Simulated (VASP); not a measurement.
Input of a VASP 6.6.1 run:

The input INCAR:

```
SYSTEM = C18Se
PREC = Accurate ; ENCUT = 520
EDIFF = 1E-7 ; ISMEAR = -1
SIGMA = 0.02 ; LREAL = Auto
LASPH = .True. ; NELM = 80
ALGO = Normal ; ISIF = 2
LWAVE = .False. ; LCHARG = .False.
GGA = PE ; NBANDS = 54
```

KPOINTS

```
Automatic mesh
0
Gamma
  2 2 1
  0 0 0
```

The input POSCAR:

```
C18Se
1.0
    7.3980000000      0.0000000000      0.0000000000
   -3.6990000000      6.4068560000      0.0000000000
    0.0000000000      0.0000000000     12.0000000000
C Se
18 1
Direct
    0.0020974038     -0.0002328755      0.0779326667
    0.2218430365      0.1094770977      0.0832564167
   -0.0034122795      0.3298742784      0.0833923333
    0.2217644979      0.4451467303      0.1002115833
    0.0009969388      0.6661914986      0.0786762500
    0.2238397013      0.7791998134      0.0801557500
    0.3342864028     -0.0007167322      0.0803144167
    0.5565384783      0.1106411632      0.0796365000
    0.3354548232      0.3320310305      0.0933467500
    0.5580349627      0.4455733046      0.0819838333
    0.3374162068      0.6706091100      0.0844653333
    0.5560993801      0.7781557756      0.0771061667
    0.6669169606      0.0000215394      0.0760395833
    0.8892805133      0.1114696506      0.0772610000
    0.6678225485      0.3328632640      0.0791410833
    0.8881365269      0.4433765953      0.0789577500
    0.6676823445      0.6653119720      0.0767926667
    0.8902416381      0.7771164203      0.0758586667
    0.2497734588      0.4372998238      0.2754704167
```

Potentials or basis: VASP PAW PBE potentials, release 64 (C, Se).

Command:

```sh
$ cat potpaw_PBE.64/C/POTCAR potpaw_PBE.64/Se/POTCAR > POTCAR
$ mpirun -np 1 vasp_std > vasp.out
```

Task: What does it give for the band gap on the k mesh?

Result: 0.22 eV, direct.

Task: Estimate the largest force.

Result: 0.263 eV/Å.

Forces on the atoms (eV/Å):
```
C   -0.006  0.009 -0.007
C   -0.011  0.005  0.019
C    0.005  0.014  0.003
C   -0.025  0.032  0.000
C   -0.006  0.007  0.002
C    0.004  0.008 -0.025
C   -0.003  0.008 -0.001
C   -0.005  0.011  0.005
C   -0.016  0.016  0.076
C   -0.005  0.024  0.034
C    0.000  0.016 -0.075
C   -0.016  0.011 -0.036
C   -0.005  0.008 -0.025
C   -0.006  0.013 -0.006
C   -0.014  0.013  0.012
C   -0.008  0.014  0.009
C   -0.007  0.006 -0.002
C   -0.008  0.013 -0.002
Se   0.132 -0.227  0.018
```

Caveat: the k points lie up to 0.49 Å⁻¹ apart.
